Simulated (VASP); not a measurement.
# TiN (Fm-3m) in VASP: further runs, part 2 of 3

VASP 6.6.1.

## 3. Relaxation of cell and atoms, PBEsol, target pressure 15 GPa, at which the enthalpy is minimised

This run uses another cell than the first one, of 8.87 Å³/atom, 1.040 times its volume.

The input, INCAR:

```
ALGO = Normal
EDIFF = 1E-7
EDIFFG = -0.008
ENCUT = 600
GGA = PS
IBRION = 2
ISIF = 3
ISMEAR = 0
LASPH = True
LCHARG = False
LREAL = False
LWAVE = False
NELM = 80
NSW = 70
PREC = Accurate
PSTRESS = 150.0
SIGMA = 0.1
```

The input, KPOINTS:

```
k-points
0
Gamma
  18 18 18
```

The input, POSCAR:

```
TiN
1.0
    0.0000000000      2.0699592000      2.0699592000
    2.0699592000      0.0000000000      2.0699592000
    2.0699592000      2.0699592000      0.0000000000
Ti N
1 1
Direct
    0.0000000000      0.0000000000      0.0000000000
    0.5000000000      0.5000000000      0.5000000000
```

Potentials or basis: VASP PAW PBE potentials, release 64 (Ti_sv, N).

Started as:

```sh
$ cat potpaw_PBE.64/Ti_sv/POTCAR potpaw_PBE.64/N/POTCAR > POTCAR
$ mpirun -np 1 vasp_std > vasp.out
```

OUTCAR:

```text
EDIFF = 1E-7
   EDIFFG = -0.008
   ENCUT = 600
   GGA = PS
   IBRION = 2
   ISIF = 3
   ISMEAR = 0
   LASPH = True
   LREAL = False
   NELM = 80
   NSW = 70
   PREC = Accurate
   PSTRESS = 150.0

 ion  position               nearest neighbor table
   1  0.000  0.000  0.000-   2 2.07   2 2.07   2 2.07   2 2.07   2 2.07   2 2.07
   2  0.500  0.500  0.500-   1 2.07   1 2.07   1 2.07   1 2.07   1 2.07   1 2.07

  LATTYP: Found a face centered cubic cell.
 ALAT       =     4.1399184000

  Lattice vectors:

 A1 = (   0.0000000000,   2.0699592000,   2.0699592000)
 A2 = (   2.0699592000,   0.0000000000,   2.0699592000)
 A3 = (   2.0699592000,   2.0699592000,   0.0000000000)

Analysis of symmetry for initial positions (statically):
=====================================================================
 Subroutine PRICEL returns:
 Original cell was already a primitive cell.

 Routine SETGRP: Setting up the symmetry group for a
 face centered cubic supercell.

 Subroutine GETGRP returns: Found 48 space group operations
 (whereof 48 operations were pure point group operations)
 out of a pool of 48 trial point group operations.

The static configuration has the point symmetry O_h .

[... 171 lines left out ...]
  external PRESSURE =       5.5921442 kB  Pullay stress =     150.0000000 kB
[... 63 lines left out ...]
--------------------------------------- Ionic step        3  -------------------------------------------

 number of electron      17.0000000 magnetization

 Free energy of the ion-electron system (eV)
  ---------------------------------------------------
  ext. energy  EPLUGINS =         0.00000000
  ---------------------------------------------------
  free energy    TOTEN  =       -20.74476177 eV

  energy without entropy =      -20.74101405  energy(sigma->0) =      -20.74288791

 E-fermi :  12.2954     XC(G=0): -13.6207

 val. band max:       12.2547423730   @ k =   0.5000   0.2222   0.0000
 cond. band min:      12.3026770663   @ k =   0.4444   0.2222   0.1111
 fundamental gap:      0.0479346933
 Fermi energy:        12.2954153498

 k-point     1 :       0.0000    0.0000    0.0000
  band No.  band energies     occupation
      1     -45.2089      2.00000
      2     -21.2287      2.00000
      3     -21.2287      2.00000
      4     -21.2287      2.00000
      5      -5.1785      2.00000
      6      10.1882      2.00000
      7      10.1882      2.00000
      8      10.1882      2.00000
      9      11.5992      2.00000
     10      11.5992      2.00000
     11      11.5992      2.00000
     12      12.9375      0.00000
[... 331 lines left out ...]
 k-point    24 :      -0.2222    0.0556    0.0000
  band No.  band energies     occupation
      1     -45.1422      2.00000
      2     -21.6467      2.00000
      3     -21.2908      2.00000
      4     -21.2510      2.00000
      5      -3.9910      2.00000
      6       6.5385      2.00000
      7       7.5904      2.00000
      8       7.9384      2.00000
      9      12.5522      0.00028
     10      12.7927      0.00000
     11      13.3376      0.00000
     12      15.5666      0.00000

 [... further k-points ...]

------------------------ aborting loop because EDIFF is reached ----------------------------------------

  FORCE on cell =-STRESS in cart. coord.  units (eV):
  Direction    XX          YY          ZZ          XY          YZ          ZX
  --------------------------------------------------------------------------------------
  -------------------------------------------------------------------------------------
  Total        1.6632156      1.6632156      1.6632156      0.0000000      0.0000000      0.0000000
  in kB      149.9660820    149.9660820    149.9660820      0.0000000      0.0000000      0.0000000
  external PRESSURE =      -0.0339180 kB  Pullay stress =     150.0000000 kB
[... 21 lines left out ...]
  energy  without entropy=      -20.7410140523  energy(sigma->0) =      -20.74288791

  enthalpy is  TOTEN    =       -19.0811699663 eV   P V=        1.6635918037

 reached required accuracy - stopping structural energy minimisation
```

OSZICAR:

```text
N       E                     dE             d eps       ncg     rms          rms(c)
DAV:   1     0.153028173547E+03    0.15303E+03   -0.97721E+03  4680   0.188E+03
DAV:   2    -0.117543685152E+02   -0.16478E+03   -0.15776E+03  4908   0.450E+02
DAV:   3    -0.249261514152E+02   -0.13172E+02   -0.12866E+02  5724   0.124E+02
[... 31 lines left out ...]
DAV:   6    -0.207447471498E+02   -0.21316E-05   -0.11662E-06  5324   0.961E-03    0.144E-02
DAV:   7    -0.207447615241E+02   -0.14374E-04   -0.21392E-05  5608   0.424E-02    0.531E-03
DAV:   8    -0.207447613318E+02    0.19236E-06   -0.47670E-06  5940   0.186E-02    0.105E-03
DAV:   9    -0.207447614935E+02   -0.16172E-06   -0.23547E-07  4028   0.331E-03    0.129E-03
DAV:  10    -0.207447617275E+02   -0.23402E-06   -0.20091E-07  4300   0.240E-03    0.158E-03
DAV:  11    -0.207447617700E+02   -0.42495E-07   -0.31421E-08  2352   0.234E-03
   3 F= -.19081170E+02 E0= -.19079296E+02  d E =-.598219E-04
```

It took 47 s on 1 thread of Intel Xeon 6975P-C (Granite Rapids), shared host; peak memory 0.18 GiB.

What came out:

```yaml
Free_energy: -20.7448 eV
Relaxed_volume: 8.88 Å³/atom
Relaxed_cell: a = 2.929 Å, b = 2.929 Å, c = 2.929 Å, α = 60.00°, β = 60.00°, γ = 60.00°
Space_group_after_relaxing_to_0.05_Å: Fm-3m (No. 225)
Energy_change_on_relaxing_the_enthalpy_is_what_falls: -1.5 meV/atom
Ionic_steps: 3
Pressure_after_relaxing: 15.0 GPa
```

The path:
| step | energy change (eV) | largest force (eV/Å) | pressure (GPa) | volume (Å³) |
| --- | --- | --- | --- | --- |
| 1 | 0.0000 | 0.0000 | 15.56 | 17.74 |
| 2 | -0.0074 | 0.0000 | 14.04 | 17.82 |
| 3 | -0.0029 | 0.0000 | 15.00 | 17.77 |

Final structure:
```cif
data_structure
_symmetry_space_group_name_H-M 'P 1'
_symmetry_Int_Tables_number 1
_cell_length_a 2.9291
_cell_length_b 2.9291
_cell_length_c 2.9291
_cell_angle_alpha 60.000
_cell_angle_beta 60.000
_cell_angle_gamma 60.000
_cell_volume 17.77
loop_
_atom_site_label
_atom_site_type_symbol
_atom_site_fract_x
_atom_site_fract_y
_atom_site_fract_z
_atom_site_occupancy
Ti1 Ti 0.00000 0.00000 0.00000 1
N1 N 0.50000 0.50000 0.50000 1
```

Caveat: the cell is relaxed towards a set pressure, so the enthalpy falls and the energy may rise; the PAW data sets were made with another functional, which shifts forces and pressure a little.

## 4. Relaxation of cell and atoms, PBEsol, target pressure 3 GPa, at which the enthalpy is minimised

This run uses another cell than the first one, of 9.03 Å³/atom, 1.058 times its volume.

The input, INCAR:

```
ALGO = Normal
EDIFF = 1E-6
EDIFFG = -0.008
ENCUT = 600
GGA = PS
IBRION = 2
ISIF = 3
ISMEAR = 0
LASPH = True
LCHARG = False
LREAL = False
LWAVE = False
NELM = 60
NSW = 70
PREC = Accurate
PSTRESS = 30.0
SIGMA = 0.1
```

KPOINTS is that of step 3.

The input, POSCAR:

```
TiN
1.0
    0.0000000000      2.0822192105      2.0822192105
    2.0822192105      0.0000000000      2.0822192105
    2.0822192105      2.0822192105      0.0000000000
Ti N
1 1
Direct
    0.0000000000      0.0000000000      0.0000000000
    0.5000000000      0.5000000000      0.5000000000
```

Potentials or basis: VASP PAW PBE potentials, release 64 (Ti_sv, N).

Started as:

```sh
$ cat potpaw_PBE.64/Ti_sv/POTCAR potpaw_PBE.64/N/POTCAR > POTCAR
$ mpirun -np 1 vasp_std > vasp.out
```

OUTCAR:

```text
EDIFF = 1E-6
   EDIFFG = -0.008
   ENCUT = 600
   GGA = PS
   IBRION = 2
   ISIF = 3
   ISMEAR = 0
   LASPH = True
   LREAL = False
   NELM = 60
   NSW = 70
   PREC = Accurate
   PSTRESS = 30.0

 ion  position               nearest neighbor table
   1  0.000  0.000  0.000-   2 2.08   2 2.08   2 2.08   2 2.08   2 2.08   2 2.08
   2  0.500  0.500  0.500-   1 2.08   1 2.08   1 2.08   1 2.08   1 2.08   1 2.08

  LATTYP: Found a face centered cubic cell.
 ALAT       =     4.1644384210

  Lattice vectors:

 A1 = (   0.0000000000,   2.0822192105,   2.0822192105)
 A2 = (   2.0822192105,   0.0000000000,   2.0822192105)
 A3 = (   2.0822192105,   2.0822192105,   0.0000000000)

Analysis of symmetry for initial positions (statically):
=====================================================================
 Subroutine PRICEL returns:
 Original cell was already a primitive cell.

 Routine SETGRP: Setting up the symmetry group for a
 face centered cubic supercell.

 Subroutine GETGRP returns: Found 48 space group operations
 (whereof 48 operations were pure point group operations)
 out of a pool of 48 trial point group operations.

The static configuration has the point symmetry O_h .

Analysis of symmetry for dynamics (positions and initial velocities):
=====================================================================
 Subroutine PRICEL returns:
 Original cell was already a primitive cell.

 Routine SETGRP: Setting up the symmetry group for a
 face centered cubic supercell.

 Subroutine GETGRP returns: Found 48 space group operations
 (whereof 48 operations were pure point group operations)
 out of a pool of 48 trial point group operations.

The dynamic configuration has the point symmetry O_h .

 Subroutine INISYM returns: Found 48 space group operations
 (whereof 48 operations are pure point group operations),
 and found     1 'primitive' translations

----------------------------------------------------------------------------------------

                                     Primitive cell

  volume of cell :      18.0555

  direct lattice vectors                    reciprocal lattice vectors
     0.000000000  2.082219210  2.082219210    -0.240128416  0.240128416  0.240128416
     2.082219210  0.000000000  2.082219210     0.240128416 -0.240128416  0.240128416
     2.082219210  2.082219210  0.000000000     0.240128416  0.240128416 -0.240128416

  length of vectors
     2.944702647  2.944702647  2.944702647     0.415914616  0.415914616  0.415914616

  position of ions in fractional coordinates (direct lattice)
     0.000000000  0.000000000  0.000000000
     0.500000000  0.500000000  0.500000000

  ion indices of the primitive-cell ions
   primitive index   ion index
                 1           1
                 2           2

----------------------------------------------------------------------------------------

 KPOINTS: k-points

Automatic generation of k-mesh.
 Grid dimensions read from file:
 generate k-points for:   18   18   18

 Generating k-lattice:

  Cartesian coordinates                     Fractional coordinates (reciprocal lattice)
    -0.013340468  0.013340468  0.013340468     0.055555556  0.000000000  0.000000000
     0.013340468 -0.013340468  0.013340468     0.000000000  0.055555556  0.000000000
     0.013340468  0.013340468 -0.013340468     0.000000000  0.000000000  0.055555556

[... 48 lines left out ...]
   ISTART =      0    job   : 0-new  1-cont  2-samecut
   ICHARG =      2    charge: 1-file 2-atom 10-const
   ISPIN  =      1    spin polarized calculation?
   LNONCOLLINEAR =      F non collinear calculations
   LSORBIT =      F    spin-orbit coupling
   LASPH  =      T    aspherical Exc in radial PAW
   ENCUT  =  600.0 eV  44.10 Ry    6.64 a.u.   5.88  5.88  5.88*2*pi/ulx,y,z
   NELM   =     60;   NELMIN=  2; NELMDL= -5     # of ELM steps
   EDIFF  = 0.1E-05   stopping-criterion for ELM
   LREAL  =      F    real-space projection
   EDIFFG = -.8E-02   stopping-criterion for IOM
   NSW    =     70    number of steps for IOM
   IBRION =      2    ionic relax: 0-MD 1-quasi-New 2-CG
   NFREE  =      1    steps in history (QN), initial steepest desc. (CG)
   ISIF   =      3    stress and relaxation
   ISYM   =      2    0-nonsym 1-usesym 2-fastsym
   POTIM  = 0.5000    time-step for ionic-motion
   TEBEG  =    0.0;   TEEND  =   0.0 temperature during run
   PSTRESS=   30.0 pullay stress
   NELECT =      17.0000    total number of electrons
   NUPDOWN=      -1.0000    fix difference up-down
   EMIN   =  10.00;   EMAX   =-10.00  energy-range for DOS
   EFERMI =   0.00;   METHOD = LEGACY
   ISMEAR =     0;   SIGMA  =   0.10  broadening in eV -4-tet -1-fermi 0-gaus
   EFERMI_NEDOS =   21; number of points for ismear=-14 and -15
   IALGO  =     38    algorithm
   IMIX   =      4    mixing-type and parameters
     AMIX     =   0.40;   BMIX     =  1.00
     AMIX_MAG =   1.60;   BMIX_MAG =  1.00
  volume/ion in A,a.u.               =       9.03        60.92
  Fermi-wavevector in a.u.,A,eV,Ry     =   1.604555  3.032170 35.029529  2.574598
  Thomas-Fermi vector in A             =   2.701041
   LORBIT       =      0    0 simple, 1 ext, 2 COOP (PROOUT), +10 PAW based schemes
   GGA     = PS    functional components
   LHFCALC =     F    Hartree Fock is set to
   AEXX    =    0.0000 exact exchange contribution
   IVDW    =     0    specifies the selected vdW correction
   LEPSILON=     F    determine dielectric tensor
   LRPA    =     F    only Hartree local field effects (RPA)
 conjugate gradient relaxation of ions
 non-spin polarized calculation
 Gauss-broadening in eV      SIGMA  =   0.10
  energy-cutoff  :      600.00
  volume of cell :       18.06
 maximum number of plane-waves:       620
   NGX = 11   NGY = 11   NGZ = 11

--------------------------------------- Ionic step        1  -------------------------------------------

 number of electron      16.9999998 magnetization

 Free energy of the ion-electron system (eV)
  ---------------------------------------------------
  ext. energy  EPLUGINS =         0.00000000
  ---------------------------------------------------
  free energy    TOTEN  =       -20.76713453 eV

  energy without entropy =      -20.76329263  energy(sigma->0) =      -20.76521358

------------------------ aborting loop because EDIFF is reached ----------------------------------------

  FORCE on cell =-STRESS in cart. coord.  units (eV):
  Direction    XX          YY          ZZ          XY          YZ          ZX
  --------------------------------------------------------------------------------------
  -------------------------------------------------------------------------------------
  Total        1.0553860      1.0553860      1.0553860      0.0000000      0.0000000     -0.0000000
  in kB       93.6510302     93.6510302     93.6510302      0.0000000      0.0000000     -0.0000000
  external PRESSURE =      63.6510302 kB  Pullay stress =      30.0000000 kB
[... 63 lines left out ...]
--------------------------------------- Ionic step        3  -------------------------------------------

 number of electron      16.9999998 magnetization

 Free energy of the ion-electron system (eV)
  ---------------------------------------------------
  ext. energy  EPLUGINS =         0.00000000
  ---------------------------------------------------
  free energy    TOTEN  =       -20.78103966 eV

  energy without entropy =      -20.77707613  energy(sigma->0) =      -20.77905790

 E-fermi :  11.7904     XC(G=0): -13.4185

 val. band max:       11.7533690206   @ k =  -0.1667   0.1111   0.0000
 cond. band min:      11.7987276894   @ k =   0.4444   0.2222   0.1111
 fundamental gap:      0.0453586688
 Fermi energy:        11.7903906053

 k-point     1 :       0.0000    0.0000    0.0000
  band No.  band energies     occupation
      1     -45.7640      2.00000
      2     -21.8165      2.00000
      3     -21.8165      2.00000
      4     -21.8165      2.00000
      5      -5.4643      2.00000
      6       9.7285      2.00000
      7       9.7285      2.00000
      8       9.7285      2.00000
      9      11.1306      2.00000
     10      11.1306      2.00000
     11      11.1306      2.00000
     12      12.3978      0.00000
[... 331 lines left out ...]
 k-point    24 :      -0.2222    0.0556    0.0000
  band No.  band energies     occupation
      1     -45.7071      2.00000
      2     -22.1818      2.00000
      3     -21.8717      2.00000
      4     -21.8369      2.00000
      5      -4.3465      2.00000
      6       6.1771      2.00000
      7       7.2423      2.00000
      8       7.5696      2.00000
      9      12.0357      0.00052
     10      12.2610      0.00000
     11      12.7764      0.00000
     12      14.8981      0.00000

 [... further k-points ...]

------------------------ aborting loop because EDIFF is reached ----------------------------------------

  FORCE on cell =-STRESS in cart. coord.  units (eV):
  Direction    XX          YY          ZZ          XY          YZ          ZX
  --------------------------------------------------------------------------------------
  -------------------------------------------------------------------------------------
  Total        0.3412984      0.3412984      0.3412984      0.0000000     -0.0000000      0.0000000
  in kB       29.6875912     29.6875912     29.6875912      0.0000000     -0.0000000      0.0000000
  external PRESSURE =      -0.3124088 kB  Pullay stress =      30.0000000 kB
[... 21 lines left out ...]
  energy  without entropy=      -20.7770761334  energy(sigma->0) =      -20.77905790

  enthalpy is  TOTEN    =       -20.4361496989 eV   P V=        0.3448899646

 reached required accuracy - stopping structural energy minimisation
```

OSZICAR:

```text
N       E                     dE             d eps       ncg     rms          rms(c)
DAV:   1     0.150911512079E+03    0.15091E+03   -0.97026E+03  4680   0.188E+03
DAV:   2    -0.121419549999E+02   -0.16305E+03   -0.15587E+03  4956   0.447E+02
DAV:   3    -0.249788869169E+02   -0.12837E+02   -0.12584E+02  5680   0.124E+02
[... 33 lines left out ...]
DAV:   8    -0.207810197959E+02   -0.11635E-04   -0.44925E-04  6236   0.159E-01    0.301E-02
DAV:   9    -0.207810276309E+02   -0.78350E-05   -0.10429E-05  5872   0.339E-02    0.245E-02
DAV:  10    -0.207810384089E+02   -0.10778E-04   -0.50743E-05  4892   0.752E-02    0.132E-02
DAV:  11    -0.207810395589E+02   -0.11500E-05   -0.77758E-06  4664   0.337E-02    0.236E-03
DAV:  12    -0.207810396636E+02   -0.10466E-06   -0.14188E-07  2340   0.462E-03
   3 F= -.20436150E+02 E0= -.20434168E+02  d E =-.709559E-02
```

It took 52 s on 1 thread of Intel Xeon 6975P-C (Granite Rapids), shared host; peak memory 0.19 GiB.

Results:

* Free energy: -20.7810 eV
* Relaxed volume: 9.21 Å³/atom
* Relaxed cell: a = 2.964 Å, b = 2.964 Å, c = 2.964 Å, α = 60.00°, β = 60.00°, γ = 60.00°
* Space group after relaxing (to 0.05 Å): Fm-3m (No. 225)
* Energy change on relaxing (the enthalpy is what falls): -7.0 meV/atom
* Ionic steps: 3
* Pressure after relaxing: 3.0 GPa

The path:
```csv
step,energy change (eV),largest force (eV/Å),pressure (GPa),volume (Å³)
1,0.0000,0.0000,9.37,18.06
2,-0.0074,0.0000,-6.18,19.01
3,-0.0139,0.0000,2.97,18.42
```

Final structure:
```cif
data_structure
_symmetry_space_group_name_H-M 'P 1'
_symmetry_Int_Tables_number 1
_cell_length_a 2.9643
_cell_length_b 2.9643
_cell_length_c 2.9643
_cell_angle_alpha 60.000
_cell_angle_beta 60.000
_cell_angle_gamma 60.000
_cell_volume 18.42
loop_
_atom_site_label
_atom_site_type_symbol
_atom_site_fract_x
_atom_site_fract_y
_atom_site_fract_z
_atom_site_occupancy
Ti1 Ti 0.00000 0.00000 0.00000 1
N1 N 0.50000 0.50000 0.50000 1
```

Caveat: the cell is relaxed towards a set pressure, so the enthalpy falls and the energy may rise; the PAW data sets were made with another functional, which shifts forces and pressure a little.

[end of part 2 of 3]
